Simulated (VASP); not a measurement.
# SnSe (CsCl type) (Pm-3m) in VASP: a series of runs

SnSe (CsCl type) is run at these levels: PBE; tasks: single point, relaxation of cell and atoms.

All numbers are computed with VASP 6.6.1; they aren't measurements. Logs are shortened: lines on timing, memory, paths and dates and some standing lists are left out, and cuts for length are marked.

## 1. The cell of the first run

It takes space group Pm-3m (No. 221, cubic). The conventional cell has a = 3.680 Å, b = 3.680 Å, c = 3.680 Å, α = 90.00°, β = 90.00°, γ = 90.00°. Sn (site symmetry m-3m) has 8 Se at 3.19 Å and 6 Sn at 3.68 Å within 4.2 Å. Within 4.2 Å of Se (site symmetry m-3m) lie 8 Sn at 3.19 Å and 6 Se at 3.68 Å.

## 2. Single point, PBE

The input, INCAR:

```
ALGO = Normal
EDIFF = 1E-6
ENCUT = 520
GGA = PE
ISIF = 2
ISMEAR = -1
LASPH = True
LCHARG = False
LREAL = False
LWAVE = False
NBANDS = 17
NELM = 80
PREC = Accurate
SIGMA = 0.1
```

The input, KPOINTS:

```
k-points
0
Gamma
  14 14 14
```

The input, POSCAR:

```
SnSe
1.0
    3.6800460442      0.0000000000      0.0000000000
    0.0000000000      3.6800460442      0.0000000000
    0.0000000000      0.0000000000      3.6800460442
Sn Se
1 1
Direct
    0.0000000000      0.0000000000      0.0000000000
    0.5000000000      0.5000000000      0.5000000000
```

Potentials or basis: VASP PAW PBE potentials, release 64 (Sn_d, Se).

Launch:

```bash
$ cat potpaw_PBE.64/Sn_d/POTCAR potpaw_PBE.64/Se/POTCAR > POTCAR
$ mpirun -np 1 vasp_std > vasp.out
```

OUTCAR:

```text
EDIFF = 1E-6
   ENCUT = 520
   GGA = PE
   ISIF = 2
   ISMEAR = -1
   LASPH = True
   LREAL = False
   NELM = 80
   PREC = Accurate

 ion  position               nearest neighbor table
   1  0.000  0.000  0.000-   2 3.19   2 3.19   2 3.19   2 3.19   2 3.19   2 3.19   2 3.19   2 3.19

   2  0.500  0.500  0.500-   1 3.19   1 3.19   1 3.19   1 3.19   1 3.19   1 3.19   1 3.19   1 3.19

  LATTYP: Found a simple cubic cell.
 ALAT       =     3.6800460442

  Lattice vectors:

 A1 = (   3.6800460442,   0.0000000000,   0.0000000000)
 A2 = (   0.0000000000,   3.6800460442,   0.0000000000)
 A3 = (   0.0000000000,   0.0000000000,   3.6800460442)

Analysis of symmetry for initial positions (statically):
=====================================================================
 Subroutine PRICEL returns:
 Original cell was already a primitive cell.

 Routine SETGRP: Setting up the symmetry group for a
 simple cubic supercell.

 Subroutine GETGRP returns: Found 48 space group operations
 (whereof 48 operations were pure point group operations)
 out of a pool of 48 trial point group operations.

The static configuration has the point symmetry O_h .

Analysis of symmetry for dynamics (positions and initial velocities):
=====================================================================
 Subroutine PRICEL returns:
 Original cell was already a primitive cell.

 Routine SETGRP: Setting up the symmetry group for a
 simple cubic supercell.

 Subroutine GETGRP returns: Found 48 space group operations
 (whereof 48 operations were pure point group operations)
 out of a pool of 48 trial point group operations.

The dynamic configuration has the point symmetry O_h .

 Subroutine INISYM returns: Found 48 space group operations
 (whereof 48 operations are pure point group operations),
 and found     1 'primitive' translations

----------------------------------------------------------------------------------------

                                     Primitive cell

  volume of cell :      49.8379

  direct lattice vectors                    reciprocal lattice vectors
     3.680046044  0.000000000  0.000000000     0.271735730  0.000000000  0.000000000
     0.000000000  3.680046044  0.000000000     0.000000000  0.271735730  0.000000000
     0.000000000  0.000000000  3.680046044     0.000000000  0.000000000  0.271735730

  length of vectors
     3.680046044  3.680046044  3.680046044     0.271735730  0.271735730  0.271735730

  position of ions in fractional coordinates (direct lattice)
     0.000000000  0.000000000  0.000000000
     0.500000000  0.500000000  0.500000000

  ion indices of the primitive-cell ions
   primitive index   ion index
                 1           1
                 2           2

----------------------------------------------------------------------------------------

 KPOINTS: k-points

Automatic generation of k-mesh.
 Grid dimensions read from file:
 generate k-points for:   14   14   14

 Generating k-lattice:

  Cartesian coordinates                     Fractional coordinates (reciprocal lattice)
     0.019409695  0.000000000  0.000000000     0.071428571  0.000000000  0.000000000
     0.000000000  0.019409695  0.000000000     0.000000000  0.071428571  0.000000000
     0.000000000  0.000000000  0.019409695     0.000000000  0.000000000  0.071428571

  Length of vectors
     0.019409695  0.019409695  0.019409695

  Shift w.r.t. Gamma in fractional coordinates (k-lattice)
     0.000000000  0.000000000  0.000000000

 Subroutine IBZKPT returns following result:
 ===========================================

 Found    120 irreducible k-points:

 Following reciprocal coordinates:
            Coordinates               Weight
  0.000000  0.000000  0.000000      1.000000
  0.071429  0.000000  0.000000      6.000000
  0.142857  0.000000  0.000000      6.000000
  0.214286  0.000000  0.000000      6.000000
  0.285714  0.000000  0.000000      6.000000
  0.357143  0.000000  0.000000      6.000000
[... 16 lines left out ...]
  0.285714  0.214286  0.000000     24.000000
  0.357143  0.214286  0.000000     24.000000
 [... further k-points ...]
   k-points           NKPTS =    120   k-points in BZ     NKDIM =    120   number of bands    NBANDS=     17
   number of dos      NEDOS =    301   number of ions     NIONS =      2
   total plane-waves  NPLWV =  21952
   dimension x,y,z NGX =    28 NGY =   28 NGZ =   28
   dimension x,y,z NGXF=    56 NGYF=   56 NGZF=   56
   ions per type =               1   1
   NGX,Y,Z   is equivalent  to a cutoff of  12.65, 12.65, 12.65 a.u.
   NGXF,Y,Z  is equivalent  to a cutoff of  25.30, 25.30, 25.30 a.u.
 SYSTEM =  unknown system
   PREC   = accura    normal or accurate (medium, high low for compatibility)
   ISTART =      0    job   : 0-new  1-cont  2-samecut
   ICHARG =      2    charge: 1-file 2-atom 10-const
   ISPIN  =      1    spin polarized calculation?
   LNONCOLLINEAR =      F non collinear calculations
   LSORBIT =      F    spin-orbit coupling
   LASPH  =      T    aspherical Exc in radial PAW
   ENCUT  =  520.0 eV  38.22 Ry    6.18 a.u.   6.84  6.84  6.84*2*pi/ulx,y,z
   NELM   =     80;   NELMIN=  2; NELMDL= -5     # of ELM steps
   EDIFF  = 0.1E-05   stopping-criterion for ELM
   LREAL  =      F    real-space projection
   EDIFFG = 0.1E-04   stopping-criterion for IOM
   NSW    =      0    number of steps for IOM
   IBRION =     -1    ionic relax: 0-MD 1-quasi-New 2-CG
   NFREE  =      0    steps in history (QN), initial steepest desc. (CG)
   ISIF   =      2    stress and relaxation
   ISYM   =      2    0-nonsym 1-usesym 2-fastsym
   POTIM  = 0.5000    time-step for ionic-motion
   TEBEG  =    0.0;   TEEND  =   0.0 temperature during run
   PSTRESS=    0.0 pullay stress
   NELECT =      20.0000    total number of electrons
   NUPDOWN=      -1.0000    fix difference up-down
   EMIN   =  10.00;   EMAX   =-10.00  energy-range for DOS
   EFERMI =   0.00;   METHOD = LEGACY
   ISMEAR =    -1;   SIGMA  =   0.10  broadening in eV -4-tet -1-fermi 0-gaus
   EFERMI_NEDOS =   21; number of points for ismear=-14 and -15
   IALGO  =     38    algorithm
   IMIX   =      4    mixing-type and parameters
     AMIX     =   0.40;   BMIX     =  1.00
     AMIX_MAG =   1.60;   BMIX_MAG =  1.00
  volume/ion in A,a.u.               =      24.92       168.16
  Fermi-wavevector in a.u.,A,eV,Ry     =   1.207531  2.281902 19.839074  1.458131
  Thomas-Fermi vector in A             =   2.343166
   LORBIT       =      0    0 simple, 1 ext, 2 COOP (PROOUT), +10 PAW based schemes
   GGA     = PE    functional components
   LHFCALC =     F    Hartree Fock is set to
   AEXX    =    0.0000 exact exchange contribution
   IVDW    =     0    specifies the selected vdW correction
   LEPSILON=     F    determine dielectric tensor
   LRPA    =     F    only Hartree local field effects (RPA)
 non-spin polarized calculation
  energy-cutoff  :      520.00
  volume of cell :       49.84
 maximum number of plane-waves:      1376
 NGX is ok and might be reduce to    28
   NGX = 13   NGY = 13   NGZ = 13

 number of electron      19.9999993 magnetization

 Free energy of the ion-electron system (eV)
  ---------------------------------------------------
  ext. energy  EPLUGINS =         0.00000000
  ---------------------------------------------------
  free energy    TOTEN  =        -7.72908641 eV

  energy without entropy =       -7.69725178  energy(sigma->0) =       -7.71316909

 E-fermi :   6.2321     XC(G=0): -10.1750

 val. band max:        6.2116592061   @ k =   0.3571   0.0714   0.0714
 cond. band min:       6.2370701676   @ k =   0.1429   0.1429   0.1429
 fundamental gap:      0.0254109615
 Fermi energy:         6.2320552924

 k-point     1 :       0.0000    0.0000    0.0000
  band No.  band energies     occupation
      1     -15.3975      2.00000
      2     -15.3975      2.00000
      3     -15.3236      2.00000
      4     -15.3236      2.00000
      5     -15.3236      2.00000
      6      -7.4689      2.00000
[... 9 lines left out ...]
     16      18.6808      0.00000
     17      18.6808      0.00000

 k-point     2 :       0.0714    0.0000    0.0000
  band No.  band energies     occupation
      1     -15.3973      2.00000
      2     -15.3946      2.00000
      3     -15.3245      2.00000
      4     -15.3245      2.00000
      5     -15.3235      2.00000
      6      -7.4319      2.00000
[... 9 lines left out ...]
     16      18.4912      0.00000
     17      18.5174      0.00000

 k-point     3 :       0.1429    0.0000    0.0000
  band No.  band energies     occupation
      1     -15.3969      2.00000
      2     -15.3864      2.00000
      3     -15.3272      2.00000
      4     -15.3272      2.00000
      5     -15.3233      2.00000
      6      -7.3237      2.00000
[... 9 lines left out ...]
     16      18.0735      0.00000
     17      18.2764      0.00000

 k-point     4 :       0.2143    0.0000    0.0000
  band No.  band energies     occupation
      1     -15.3964      2.00000
      2     -15.3747      2.00000
      3     -15.3311      2.00000
      4     -15.3311      2.00000
      5     -15.3229      2.00000
      6      -7.1541      2.00000
[... 9 lines left out ...]
     16      16.8948      0.00000
     17      18.2779      0.00000
[... 343 lines left out ...]
      1     -15.3847      2.00000
      2     -15.3623      2.00000
      3     -15.3403      2.00000
      4     -15.3306      2.00000
      5     -15.3298      2.00000
      6      -6.8576      2.00000
[... 9 lines left out ...]
     16      15.7582      0.00000
     17      16.2584      0.00000

 k-point    23 :       0.2857    0.2143    0.0000
  band No.  band energies     occupation
      1     -15.3821      2.00000
      2     -15.3512      2.00000
      3     -15.3455      2.00000
      4     -15.3343      2.00000
      5     -15.3296      2.00000
      6      -6.6617      2.00000
[... 9 lines left out ...]
     16      15.8220      0.00000
     17      16.0372      0.00000

 k-point    24 :       0.3571    0.2143    0.0000
  band No.  band energies     occupation
      1     -15.3807      2.00000
      2     -15.3502      2.00000
      3     -15.3402      2.00000
      4     -15.3380      2.00000
      5     -15.3292      2.00000
      6      -6.4622      2.00000
[... 9 lines left out ...]
     16      16.0959      0.00000
     17      17.1453      0.00000

 [... further k-points ...]

------------------------ aborting loop because EDIFF is reached ----------------------------------------

  FORCE on cell =-STRESS in cart. coord.  units (eV):
  Direction    XX          YY          ZZ          XY          YZ          ZX
  --------------------------------------------------------------------------------------
  -------------------------------------------------------------------------------------
  Total       -0.0005519     -0.0005519     -0.0005519      0.0000000      0.0000000     -0.0000000
  in kB       -0.0177427     -0.0177427     -0.0177427      0.0000000      0.0000000     -0.0000000
  external PRESSURE =      -0.0177427 kB  Pullay stress =       0.0000000 kB

 VOLUME and BASIS-vectors are now :
 -----------------------------------------------------------------------------
  energy-cutoff  :      520.00
  volume of cell :       49.84
      direct lattice vectors                 reciprocal lattice vectors
     3.680046044  0.000000000  0.000000000     0.271735730  0.000000000  0.000000000
     0.000000000  3.680046044  0.000000000     0.000000000  0.271735730  0.000000000
     0.000000000  0.000000000  3.680046044     0.000000000  0.000000000  0.271735730

 POSITION                                       TOTAL-FORCE (eV/Angst)
 -----------------------------------------------------------------------------------
      0.00000      0.00000      0.00000         0.000000      0.000000      0.000000
      1.84002      1.84002      1.84002         0.000000      0.000000      0.000000
 -----------------------------------------------------------------------------------
    total drift:                               -0.000000      0.000000     -0.000000

  FREE ENERGIE OF THE ION-ELECTRON SYSTEM (eV)
  ---------------------------------------------------
  free  energy   TOTEN  =        -7.7290864056 eV

  energy  without entropy=       -7.6972517757  energy(sigma->0) =       -7.71316909
```

Run time: 25 s. Hardware: 1 thread of Intel Xeon 6975P-C (Granite Rapids), shared host; peak memory 0.23 GiB.

Results:

```yaml
Free_energy: -7.7291 eV
Pressure: 0.0 GPa
Band_gap_on_the_k_mesh: zero (band 10 reaches 6.48 eV, above the bottom of band 11 at 5.14 eV)
```

Caveat: spin-orbit coupling is left out, which moves the levels of the heavy elements.

## 3. Relaxation of cell and atoms, PBE

This run uses another cell than the first one, of 14.25 Å³/atom, 0.572 times its volume.

The input, INCAR:

```
PREC = Accurate
ENCUT = 600
EDIFF = 1E-6
ISMEAR = -1
SIGMA = 0.1
LREAL = False
LASPH = True
NELM = 60
ALGO = Normal
ISIF = 3
LWAVE = False
LCHARG = False
GGA = PE
IBRION = 2
NSW = 60
EDIFFG = -0.005
```

The input, KPOINTS:

```
Automatic mesh
0
Gamma
  14 14 14
```

The input, POSCAR:

```
SnSe
1.0
    3.0546685047      0.0000000000      0.0000000000
    0.0000000000      3.0546685047      0.0000000000
    0.0000000000      0.0000000000      3.0546685047
Sn Se
1 1
Direct
    0.0000000000      0.0000000000      0.0000000000
    0.5000000000      0.5000000000      0.5000000000
```

Potentials or basis: VASP PAW PBE potentials, release 64 (Sn_d, Se).

Launch:

```bash
$ cat potpaw_PBE.64/Sn_d/POTCAR potpaw_PBE.64/Se/POTCAR > POTCAR
$ mpirun -np 1 vasp_std > vasp.out
```

Wall time 93 s (1 thread of Intel Xeon 6975P-C (Granite Rapids), shared host); peak memory 0.19 GiB.

Results (log left out):

```yaml
Free_energy: -7.7247 eV
Relaxed_volume: 24.92 Å³/atom
Relaxed_cell: a = 3.680 Å, b = 3.680 Å, c = 3.680 Å, α = 90.00°, β = 90.00°, γ = 90.00°
Space_group_after_relaxing_to_0.05_Å: Pm-3m (No. 221)
Energy_gained_by_relaxing: 1933.8 meV/atom
Ionic_steps: 19
Pressure_after_relaxing: 0.0 GPa
Band_gap_on_the_k_mesh: zero (band 10 reaches 6.48 eV, above the bottom of band 11 at 5.14 eV)
```

Step by step:
| step | energy change (eV) | largest force (eV/Å) | pressure (GPa) | volume (Å³) |
| --- | --- | --- | --- | --- |
| 1 | 0.0000 | 0.0000 | 99.25 | 28.50 |
| 2 | -2.4615 | 0.0000 | -8.77 | 82.63 |
| 3 | -3.8676 | 0.0000 | -0.13 | 49.94 |
| 4 | -3.8672 | 0.0000 | 0.40 | 49.43 |
| 5 | -3.8672 | 0.0000 | 0.42 | 49.43 |
| 6 | -3.8672 | 0.0000 | 0.37 | 49.44 |
| 7 | -3.8672 | 0.0000 | 0.39 | 49.44 |
| 8 | -3.8672 | 0.0000 | 0.39 | 49.44 |
| 9 | -3.8672 | 0.0000 | 0.39 | 49.44 |
| 10 | -3.8672 | 0.0000 | 0.39 | 49.44 |
| 11 | -3.8672 | 0.0000 | 0.39 | 49.44 |
| 12 | -3.8672 | 0.0000 | 0.40 | 49.44 |
| 13 | -3.8672 | 0.0000 | 0.41 | 49.45 |
| 14 | -3.8672 | 0.0000 | 0.36 | 49.45 |
| 15 | -3.8673 | 0.0000 | 0.35 | 49.47 |
| 16 | -3.8673 | 0.0000 | 0.32 | 49.49 |
| 17 | -3.8674 | 0.0000 | 0.28 | 49.54 |
| 18 | -3.8676 | 0.0000 | 0.20 | 49.64 |
| 19 | -3.8677 | 0.0000 | 0.02 | 49.84 |

Final structure:
```xyz
2
Lattice="3.6801 0.0000 0.0000 0.0000 3.6801 0.0000 0.0000 0.0000 3.6801" Properties=species:S:1:pos:R:3 pbc="T T T"
Sn    0.0000    0.0000    0.0000
Se    1.8401    1.8401    1.8401
```

Levels at points of the mesh, in eV from the Fermi level:
| k point | band 6 | band 7 | band 8 | band 9 | band 10 | band 11 | band 12 | band 13 | band 14 |
| --- | --- | --- | --- | --- | --- | --- | --- | --- | --- |
| (0.00, 0.00, 0.00) | -13.70 | -5.79 | -1.89 | -1.89 | -1.89 | 4.37 | 4.37 | 5.99 | 5.99 |
| (0.50, 0.00, 0.00) | -12.71 | -8.36 | -0.63 | -0.63 | -0.13 | 0.36 | 3.07 | 3.07 | 6.37 |
| (0.50, 0.50, 0.00) | -12.04 | -6.10 | -4.99 | -4.99 | -0.21 | 4.05 | 4.05 | 4.70 | 6.43 |
| (0.50, 0.50, 0.50) | -11.65 | -4.54 | -3.01 | -3.01 | -3.01 | -1.09 | -1.09 | -1.09 | 13.89 |

Caveat: the volume moved by over 15 % at a fixed basis, so the end points are rough; spin-orbit coupling is left out, which moves the levels of the heavy elements.
